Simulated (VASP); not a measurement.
Runs of VASP 6.6.1 on GaSb (qlda). The structure is that of space group F-43m (No. 216), or close to it. The cells are those of the table. 

| task | cell | k mesh | cutoff (eV) | smearing | gap on the mesh (eV) | pressure (GPa) | relaxed volume (Å³/atom) |
| --- | --- | --- | --- | --- | --- | --- | --- |
| single point | a = 4.277 Å, angles 60.0°, 2 atoms | 10 × 10 × 10 | 520 | gaussian 0.1 eV | (b) | 0.2 | - |
| single point | a = 4.276 Å, angles 60.0°, 2 atoms | 8 × 8 × 8 | 520 | gaussian 0.01 eV | 0.13 | 0.2 | - |
| relaxation of cell and atoms | relaxed from a = 4.277 Å, angles 60.0°, 2 atoms | 8 × 8 × 8 | 600 | gaussian 0.01 eV | 0.10 | 0.0 | 27.74 |
| relaxation of cell and atoms | relaxed from a = 4.340 Å, angles 60.0°, 2 atoms | 10 × 10 × 10 | 600 | gaussian 0.1 eV | (a) | 0.0 | 27.76 |

Alike in all rows: level LDA; potentials or basis VASP PAW LDA potentials, release 64 (Ga_d, Sb); no spin polarisation.

**Question.** Fill in the values left out.

**Answer.** (a) 0.09; (b) 0.12.

Caveats: spin-orbit coupling is left out, which moves the levels of the heavy elements.

A k mesh can miss the band edges, and the runs leave out spin-orbit coupling on Ga, Sb.
